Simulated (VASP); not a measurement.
Runs of VASP 6.6.1 on MoS2. Symmetry: P6_3/mmc, No. 194, hexagonal system. Conventional cell: a = 3.169 Å, b = 3.169 Å, c = 12.324 Å, α = 90.00°, β = 90.00°, γ = 120.00°. Within 3.2 Å of Mo (site symmetry -6m2) lie 6 S at 2.41 Å and 6 Mo at 3.17 Å. S (site symmetry 3m) has 3 Mo at 2.41 Å and 7 S at 3.13 to 3.17 Å within 3.2 Å. 

```tsv
k mesh	gap on the mesh (eV)	pressure (GPa)	largest force (eV/Å)
5 × 5 × 2	0.94	1.9	0.07
7 × 7 × 2	1.00	(b)	0.08
3 × 3 × 1	1.11	1.9	0.30
8 × 8 × 2	0.99	1.9	0.08
4 × 4 × 1	1.22	(a)	0.14
```

Alike in all rows: task single point; level PBE; potentials or basis VASP PAW PBE potentials, release 64 (Mo_sv, S); no spin polarisation; cell as given; cutoff (eV) 520; smearing gaussian 0.15 eV.

Question: Fill in the values left out.

Answer: (a) 1.6; (b) 1.8.

Caveats: some runs use coarse meshes; this functional lacks dispersion, which binds the layers, so the pressure and a relaxed spacing across them are unreliable; an odd mesh through Γ misses points on the zone boundary, where band edges can lie (at least some runs).

A k mesh can miss the band edges, and the runs leave out spin-orbit coupling on Mo.
